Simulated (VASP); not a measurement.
# LiH in VASP: further runs, part 2 of 2

VASP 6.6.1. The steps go on from the part before.

### Step 4. Single point, r2SCAN+rVV10

This run uses another cell than the first one, of 7.99 Å³/atom.

File POSCAR:

```
LiH
1.0
    3.9985293438      0.0000000000      0.0000000000
    0.0000000000      3.9985293438      0.0000000000
    0.0000000000      0.0000000000      3.9985293438
Li H
4 4
Direct
    0.7501347671      0.7498652329      0.2501347671
    0.7498652329      0.2501347671      0.7501347671
    0.2501347671      0.7501347671      0.7498652329
    0.2498652329      0.2498652329      0.2498652329
    0.2498219698      0.2501780302      0.7498219698
    0.2501780302      0.7498219698      0.2498219698
    0.7498219698      0.2498219698      0.2501780302
    0.7501780302      0.7501780302      0.7501780302
```

File INCAR.step1:

```
ALGO = Normal ; EDIFF = 1E-4
ENCUT = 520 ; GGA = PE
ISMEAR = -1 ; LASPH = T
LCHARG = F ; LREAL = F
LWAVE = T ; NBANDS = 18
NELM = 80 ; PREC = Accurate
SIGMA = 0.03
```

File INCAR.step2:

```
ALGO = Normal ; BPARAM = 11.95
CPARAM = 0.0093 ; EDIFF = 1E-6
ENCUT = 520 ; ISIF = 2
ISMEAR = -1 ; ISTART = 1
IVDW_NL = 2 ; LASPH = T
LCHARG = F ; LMIXTAU = T
LREAL = F ; LUSE_VDW = T
LWAVE = F ; METAGGA = R2SCAN
NBANDS = 18 ; NELM = 80
PREC = Accurate ; SIGMA = 0.03
```

File KPOINTS:

```
k-points
0
Gamma
  8 8 8
```

Potentials or basis: VASP PAW PBE potentials, release 64 (Li_sv, H).

The run is started by

```
$ cat potpaw_PBE.64/Li_sv/POTCAR potpaw_PBE.64/H/POTCAR > POTCAR
$ cp INCAR.step1 INCAR
$ mpirun -np 1 vasp_std > vasp.out
$ cp INCAR.step2 INCAR
$ mpirun -np 1 vasp_std > vasp.out
```

OUTCAR:

```text
BPARAM = 11.95
   EDIFF = 1E-6
   ENCUT = 520
   ISIF = 2
   ISMEAR = -1
   ISTART = 1
   IVDW_NL = 2
   LASPH = T
   LREAL = F
   METAGGA = R2SCAN
   NELM = 80
   PREC = Accurate

 ion  position               nearest neighbor table
   1  0.750  0.750  0.250-
   2  0.750  0.250  0.750-
   3  0.250  0.750  0.750-
   4  0.250  0.250  0.250-
   5  0.250  0.250  0.750-
   6  0.250  0.750  0.250-
   7  0.750  0.250  0.250-
   8  0.750  0.750  0.750-

  LATTYP: Found a simple cubic cell.
 ALAT       =     3.9985293438

  Lattice vectors:

 A1 = (   3.9985293438,   0.0000000000,   0.0000000000)
 A2 = (   0.0000000000,   3.9985293438,   0.0000000000)
 A3 = (   0.0000000000,   0.0000000000,   3.9985293438)

Analysis of symmetry for initial positions (statically):
=====================================================================
 Subroutine PRICEL returns:
 Original cell was already a primitive cell.

 Routine SETGRP: Setting up the symmetry group for a
 simple cubic supercell.

 Subroutine GETGRP returns: Found 12 space group operations
 (whereof  3 operations were pure point group operations)
 out of a pool of 48 trial point group operations.

The static configuration has the point symmetry C_3 .
 The point group associated with its full space group is T   .

Analysis of symmetry for dynamics (positions and initial velocities):
=====================================================================
 Subroutine PRICEL returns:
 Original cell was already a primitive cell.

 Routine SETGRP: Setting up the symmetry group for a
 simple cubic supercell.

 Subroutine GETGRP returns: Found 12 space group operations
 (whereof  3 operations were pure point group operations)
 out of a pool of 48 trial point group operations.

The dynamic configuration has the point symmetry C_3 .
 The point group associated with its full space group is T   .

 Subroutine INISYM returns: Found 12 space group operations
 (whereof  3 operations are pure point group operations),
 and found     1 'primitive' translations

----------------------------------------------------------------------------------------

                                     Primitive cell

  volume of cell :      63.9294

  direct lattice vectors                    reciprocal lattice vectors
     3.998529344  0.000000000  0.000000000     0.250091950  0.000000000  0.000000000
     0.000000000  3.998529344  0.000000000     0.000000000  0.250091950  0.000000000
     0.000000000  0.000000000  3.998529344     0.000000000  0.000000000  0.250091950

  length of vectors
     3.998529344  3.998529344  3.998529344     0.250091950  0.250091950  0.250091950

  position of ions in fractional coordinates (direct lattice)
     0.750134767  0.749865233  0.250134767
     0.749865233  0.250134767  0.750134767
     0.250134767  0.750134767  0.749865233
     0.249865233  0.249865233  0.249865233
[... 40 lines left out ...]
 Found     45 irreducible k-points:

 Following reciprocal coordinates:
            Coordinates               Weight
  0.000000  0.000000  0.000000      1.000000
  0.125000  0.000000  0.000000      6.000000
  0.250000  0.000000  0.000000      6.000000
  0.375000  0.000000  0.000000      6.000000
  0.500000  0.000000  0.000000      3.000000
  0.125000  0.125000  0.000000     12.000000
[... 16 lines left out ...]
  0.250000  0.125000  0.125000     24.000000
  0.375000  0.125000  0.125000     24.000000
 [... further k-points ...]
   k-points           NKPTS =     45   k-points in BZ     NKDIM =     45   number of bands    NBANDS=     18
   number of dos      NEDOS =    301   number of ions     NIONS =      8
   total plane-waves  NPLWV =  27000
   dimension x,y,z NGX =    30 NGY =   30 NGZ =   30
   dimension x,y,z NGXF=    60 NGYF=   60 NGZF=   60
   ions per type =               4   4
   NGX,Y,Z   is equivalent  to a cutoff of  12.47, 12.47, 12.47 a.u.
   NGXF,Y,Z  is equivalent  to a cutoff of  24.95, 24.95, 24.95 a.u.
 SYSTEM =  unknown system
   PREC   = accura    normal or accurate (medium, high low for compatibility)
   ISTART =      1    job   : 0-new  1-cont  2-samecut
   ICHARG =      0    charge: 1-file 2-atom 10-const
   ISPIN  =      1    spin polarized calculation?
   LNONCOLLINEAR =      F non collinear calculations
   LSORBIT =      F    spin-orbit coupling
   LASPH  =      T    aspherical Exc in radial PAW
   ENCUT  =  520.0 eV  38.22 Ry    6.18 a.u.   7.43  7.43  7.43*2*pi/ulx,y,z
   NELM   =     80;   NELMIN=  2; NELMDL=  0     # of ELM steps
   EDIFF  = 0.1E-05   stopping-criterion for ELM
   LREAL  =      F    real-space projection
   EDIFFG = 0.1E-04   stopping-criterion for IOM
   NSW    =      0    number of steps for IOM
   IBRION =     -1    ionic relax: 0-MD 1-quasi-New 2-CG
   NFREE  =      0    steps in history (QN), initial steepest desc. (CG)
   ISIF   =      2    stress and relaxation
   ISYM   =      2    0-nonsym 1-usesym 2-fastsym
   POTIM  = 0.5000    time-step for ionic-motion
   TEBEG  =    0.0;   TEEND  =   0.0 temperature during run
   PSTRESS=    0.0 pullay stress
   NELECT =      16.0000    total number of electrons
   NUPDOWN=      -1.0000    fix difference up-down
   EMIN   =  10.00;   EMAX   =-10.00  energy-range for DOS
   EFERMI =   0.00;   METHOD = LEGACY
   ISMEAR =    -1;   SIGMA  =   0.03  broadening in eV -4-tet -1-fermi 0-gaus
   EFERMI_NEDOS =   21; number of points for ismear=-14 and -15
   IALGO  =     38    algorithm
   IMIX   =      4    mixing-type and parameters
     AMIX     =   0.40;   BMIX     =  1.00
     AMIX_MAG =   1.60;   BMIX_MAG =  1.00
  volume/ion in A,a.u.               =       7.99        53.93
  Fermi-wavevector in a.u.,A,eV,Ry     =   1.031687  1.949605 14.481737  1.064378
  Thomas-Fermi vector in A             =   2.165847
   LORBIT       =      0    0 simple, 1 ext, 2 COOP (PROOUT), +10 PAW based schemes
   METAGGA = R2SCAN    functional components
   LHFCALC =     F    Hartree Fock is set to
   AEXX    =    0.0000 exact exchange contribution
   IVDW_NL    =     2    kernel type
   BPARAM     =11.9500
   IVDW    =     0    specifies the selected vdW correction
   LEPSILON=     F    determine dielectric tensor
   LRPA    =     F    only Hartree local field effects (RPA)
 non-spin polarized calculation
  energy-cutoff  :      520.00
  volume of cell :       63.93
 maximum number of plane-waves:      1751
 NGX is ok and might be reduce to    30
   NGX = 15   NGY = 15   NGZ = 15

 number of electron      15.9999951 magnetization

 Free energy of the ion-electron system (eV)
  ---------------------------------------------------
  ext. energy  EPLUGINS =         0.00000000
  ---------------------------------------------------
  free energy    TOTEN  =       -26.84133454 eV

  energy without entropy =      -26.84133454  energy(sigma->0) =      -26.84133454

 E-fermi :   0.6343     XC(G=0):  -8.8785

 val. band max:       -0.1506109933   @ k =   0.0000   0.0000   0.0000
 cond. band min:       3.3884375761   @ k =   0.0000   0.0000   0.0000
 fundamental gap:      3.5390485694
 Fermi energy:         0.6343373713

 k-point     1 :       0.0000    0.0000    0.0000
  band No.  band energies     occupation
      1     -45.8229      2.00000
      2     -45.7628      2.00000
      3     -45.7628      2.00000
      4     -45.7628      2.00000
      5      -5.6493      2.00000
      6      -0.1506      2.00000
[... 481 lines left out ...]
      5      -4.6087      2.00000
      6      -3.0416      2.00000
[... 10 lines left out ...]
     17      12.9781      0.00000
     18      13.2306      0.00000

 [... further k-points ...]

------------------------ aborting loop because EDIFF is reached ----------------------------------------

  FORCE on cell =-STRESS in cart. coord.  units (eV):
  Direction    XX          YY          ZZ          XY          YZ          ZX
  --------------------------------------------------------------------------------------
  -------------------------------------------------------------------------------------
  Total       -0.0268798     -0.0268798     -0.0268798     -0.0000000     -0.0000000     -0.0000000
  in kB       -0.6736526     -0.6736526     -0.6736526     -0.0000000     -0.0000000     -0.0000000
  external PRESSURE =      -0.6736526 kB  Pullay stress =       0.0000000 kB

 VOLUME and BASIS-vectors are now :
 -----------------------------------------------------------------------------
  energy-cutoff  :      520.00
  volume of cell :       63.93
      direct lattice vectors                 reciprocal lattice vectors
     3.998529344  0.000000000  0.000000000     0.250091950  0.000000000  0.000000000
     0.000000000  3.998529344  0.000000000     0.000000000  0.250091950  0.000000000
     0.000000000  0.000000000  3.998529344     0.000000000  0.000000000  0.250091950

 POSITION                                       TOTAL-FORCE (eV/Angst)
 -----------------------------------------------------------------------------------
      2.99944      2.99836      1.00017         0.001178     -0.001178      0.001178
      2.99836      1.00017      2.99944        -0.001178      0.001178      0.001178
      1.00017      2.99944      2.99836         0.001178      0.001178     -0.001178
      0.99909      0.99909      0.99909        -0.001178     -0.001178     -0.001178
      0.99892      1.00034      2.99819         0.001551     -0.001551      0.001551
      1.00034      2.99819      0.99892        -0.001551      0.001551      0.001551
      2.99819      0.99892      1.00034         0.001551      0.001551     -0.001551
      2.99961      2.99961      2.99961        -0.001551     -0.001551     -0.001551
 -----------------------------------------------------------------------------------
    total drift:                                0.000000      0.000000     -0.000000

  FREE ENERGIE OF THE ION-ELECTRON SYSTEM (eV)
  ---------------------------------------------------
  free  energy   TOTEN  =       -26.8413345438 eV

  energy  without entropy=      -26.8413345438  energy(sigma->0) =      -26.84133454
```

Wall time 1.8 min (1 thread of Intel Xeon 6975P-C (Granite Rapids), shared host); peak memory 0.3 GiB.

Results:

```
Free energy            : -26.8413 eV
Band gap on the k mesh : 3.54 eV
```

Forces in eV/Å, atoms in the order of the input:
```
Li   0.001 -0.001  0.001
Li  -0.001  0.001  0.001
Li   0.001  0.001 -0.001
Li  -0.001 -0.001 -0.001
H    0.002 -0.002  0.002
H   -0.002  0.002  0.002
H    0.002  0.002 -0.002
H   -0.002 -0.002 -0.002
```

Levels at points of the mesh, in eV from the valence-band top:
```csv
k point,band 6,band 7,band 8,band 9,band 10,band 11
"(0.00, 0.00, 0.00)",0.00,0.00,0.00,3.54,3.54,3.54
"(0.50, 0.00, 0.00)",-3.93,-0.25,-0.25,5.93,5.93,5.93
"(0.50, 0.50, 0.00)",-2.69,-2.68,-2.68,8.32,8.32,8.33
"(0.50, 0.50, 0.50)",-2.67,-2.67,-2.67,5.64,5.64,5.64
```

Caveat: the cutoff is under 1.25 times the usual one of these potentials, so pressure, stress and relaxed cells hold a basis-set (Pulay) error; the PAW data sets were made with another functional, which shifts forces and pressure a little.

### Step 5. Relaxation of cell and atoms, r2SCAN+rVV10

File POSCAR:

```
LiH
1.0
    3.9822947023      0.0000000000      0.0000000000
    0.0000000000      3.9822947023      0.0000000000
    0.0000000000      0.0000000000      3.9822947023
Li H
4 4
Direct
    0.7500240167      0.7499759833      0.2500240167
    0.7499759833      0.2500240167      0.7500240167
    0.2500240167      0.7500240167      0.7499759833
    0.2499759833      0.2499759833      0.2499759833
    0.2499653441      0.2500346559      0.7499653441
    0.2500346559      0.7499653441      0.2499653441
    0.7499653441      0.2499653441      0.2500346559
    0.7500346559      0.7500346559      0.7500346559
```

File INCAR.step1:

```
SYSTEM = LiH
PREC = Accurate ; ENCUT = 600
ISMEAR = -1 ; SIGMA = 0.03
LREAL = .False. ; LASPH = .True.
NELM = 100 ; GGA = PE
ALGO = Normal ; EDIFF = 1E-4
LWAVE = .True. ; LCHARG = .False.
```

File INCAR.step2:

```
SYSTEM = LiH
PREC = Accurate ; ENCUT = 600
EDIFF = 1E-6 ; ISMEAR = -1
SIGMA = 0.03 ; LREAL = .False.
LASPH = .True. ; NELM = 100
ALGO = Normal ; ISIF = 3
LWAVE = .False. ; LCHARG = .False.
METAGGA = R2SCAN ; LMIXTAU = .True.
LUSE_VDW = .True. ; IVDW_NL = 2
BPARAM = 11.95 ; CPARAM = 0.0093
IBRION = 2 ; NSW = 100
EDIFFG = -0.01 ; ISTART = 1
```

File KPOINTS:

```
regular mesh
0
Gamma
  6 6 6
  0 0 0
```

Potentials or basis: VASP PAW PBE potentials, release 64 (Li_sv, H).

The run is started by

```
$ cat potpaw_PBE.64/Li_sv/POTCAR potpaw_PBE.64/H/POTCAR > POTCAR
$ cp INCAR.step1 INCAR
$ mpirun -np 1 vasp_std > vasp.out
$ cp INCAR.step2 INCAR
$ mpirun -np 1 vasp_std > vasp.out
```

OUTCAR:

```text
SYSTEM = LiH
   PREC = Accurate
   ENCUT = 600
   EDIFF = 1E-6
   ISMEAR = -1
   LREAL = .False.
   LASPH = .True.
   NELM = 100
   ISIF = 3
   METAGGA = R2SCAN
   IVDW_NL = 2
   BPARAM = 11.95
   IBRION = 2
   NSW = 100
   EDIFFG = -0.01
   ISTART = 1

 ion  position               nearest neighbor table
   1  0.750  0.750  0.250-
   2  0.750  0.250  0.750-
   3  0.250  0.750  0.750-
   4  0.250  0.250  0.250-
   5  0.250  0.250  0.750-
   6  0.250  0.750  0.250-
   7  0.750  0.250  0.250-
   8  0.750  0.750  0.750-

  LATTYP: Found a simple cubic cell.
 ALAT       =     3.9822947023

  Lattice vectors:

 A1 = (   3.9822947023,   0.0000000000,   0.0000000000)
 A2 = (   0.0000000000,   3.9822947023,   0.0000000000)
 A3 = (   0.0000000000,   0.0000000000,   3.9822947023)

[... 206 lines left out ...]
      9       3.4416      0.00000
     10       3.4416      0.00000
     11       3.4416      0.00000
     12      11.7232      0.00000
     13      11.7232      0.00000
[... 354 lines left out ...]
  band No.  band energies     occupation
      1     -45.7142      2.00000
      2     -45.7142      2.00000
      3     -45.7142      2.00000
      4     -45.7142      2.00000
      5      -2.7972      2.00000
      6      -2.7972      2.00000
      7      -2.7972      2.00000
      8      -2.7972      2.00000
      9       5.5957      0.00000
     10       5.5957      0.00000
     11       5.5957      0.00000
     12       5.5957      0.00000
     13      15.0032      0.00000

------------------------ aborting loop because EDIFF is reached ----------------------------------------

  FORCE on cell =-STRESS in cart. coord.  units (eV):
  Direction    XX          YY          ZZ          XY          YZ          ZX
  --------------------------------------------------------------------------------------
  -------------------------------------------------------------------------------------
  Total        0.0510016      0.0510016      0.0510016     -0.0000000     -0.0000000     -0.0000000
  in kB        1.2938795      1.2938795      1.2938795     -0.0000000     -0.0000000     -0.0000000
  external PRESSURE =       1.2938795 kB  Pullay stress =       0.0000000 kB

 VOLUME and BASIS-vectors are now :
 -----------------------------------------------------------------------------
  energy-cutoff  :      600.00
  volume of cell :       63.15
      direct lattice vectors                 reciprocal lattice vectors
     3.982294702  0.000000000  0.000000000     0.251111501  0.000000000  0.000000000
     0.000000000  3.982294702  0.000000000     0.000000000  0.251111501  0.000000000
     0.000000000  0.000000000  3.982294702     0.000000000  0.000000000  0.251111501

 POSITION                                       TOTAL-FORCE (eV/Angst)
 -----------------------------------------------------------------------------------
      2.98682      2.98663      0.99567        -0.001051      0.001051     -0.001051
      2.98663      0.99567      2.98682         0.001051     -0.001051     -0.001051
      0.99567      2.98682      2.98663        -0.001051     -0.001051      0.001051
      0.99548      0.99548      0.99548         0.001051      0.001051      0.001051
      0.99544      0.99571      2.98658         0.000342     -0.000342      0.000342
      0.99571      2.98658      0.99544        -0.000342      0.000342      0.000342
      2.98658      0.99544      0.99571         0.000342      0.000342     -0.000342
      2.98686      2.98686      2.98686        -0.000342     -0.000342     -0.000342
 -----------------------------------------------------------------------------------
    total drift:                                0.000000      0.000000     -0.000000

  FREE ENERGIE OF THE ION-ELECTRON SYSTEM (eV)
  ---------------------------------------------------
  free  energy   TOTEN  =       -26.8517049901 eV

  energy  without entropy=      -26.8517049901  energy(sigma->0) =      -26.85170499

 reached required accuracy - stopping structural energy minimisation
```

OUTCAR.step1:

```text
SYSTEM = LiH
   PREC = Accurate
   ENCUT = 600
   ISMEAR = -1
   LREAL = .False.
   LASPH = .True.
   NELM = 100
[... 625 lines left out ...]
      0.99571      2.98658      0.99544        -0.000312      0.000312      0.000312
      2.98658      0.99544      0.99571         0.000312      0.000312     -0.000312
      2.98686      2.98686      2.98686        -0.000312     -0.000312     -0.000312
 -----------------------------------------------------------------------------------
    total drift:                                0.000000      0.000000     -0.000000

  FREE ENERGIE OF THE ION-ELECTRON SYSTEM (eV)
  ---------------------------------------------------
  free  energy   TOTEN  =       -24.5042381785 eV

  energy  without entropy=      -24.5042381785  energy(sigma->0) =      -24.50423818
```

Wall time 52 s (1 thread of Intel Xeon 6975P-C (Granite Rapids), shared host); peak memory 0.31 GiB.

What came out:

```yaml
Free_energy: -26.8517 eV
Pressure_after_relaxing: 0.1 GPa
Band_gap_on_the_k_mesh: 3.53 eV
```

Final structure:
```
Li H
1.0
     3.98229    0.00000    0.00000
     0.00000    3.98229    0.00000
     0.00000    0.00000    3.98229
Li H
4 4
Direct
  0.75002 0.74998 0.25002
  0.74998 0.25002 0.75002
  0.25002 0.75002 0.74998
  0.24998 0.24998 0.24998
  0.24997 0.25003 0.74997
  0.25003 0.74997 0.24997
  0.74997 0.24997 0.25003
  0.75003 0.75003 0.75003
```

Caveat: the cutoff is under 1.25 times the usual one of these potentials, so pressure, stress and relaxed cells hold a basis-set (Pulay) error; the relaxation stopped at its first step, so nothing moved; the PAW data sets were made with another functional, which shifts forces and pressure a little. A k mesh can miss the band edges.

### Step 6. Overview

```tsv
task	level	cell	k mesh	cutoff (eV)	gap on the mesh (eV)
single point	PBEsol	a = 3.982 Å, 8 atoms	6 × 6 × 6	520	2.73
single point	r2SCAN+rVV10	a = 3.999 Å, 8 atoms	6 × 6 × 6	520	3.54
single point	r2SCAN+rVV10	a = 3.999 Å, 8 atoms	8 × 8 × 8	520	3.54
relaxation of cell and atoms	r2SCAN+rVV10	relaxed from a = 3.982 Å, 8 atoms	6 × 6 × 6	600	3.53
```

Alike in all rows: potentials or basis VASP PAW PBE potentials, release 64 (Li_sv, H); no spin polarisation; smearing fermi-dirac 0.03 eV.

Caveats: the cutoff is under 1.25 times the usual one of these potentials, so pressure, stress and relaxed cells hold a basis-set (Pulay) error; the PAW data sets were made with another functional, which shifts forces and pressure a little; the relaxation stopped at its first step, so nothing moved (at least some runs).

Total energies depend on the potentials used, so only differences within one code and one set of settings carry meaning.
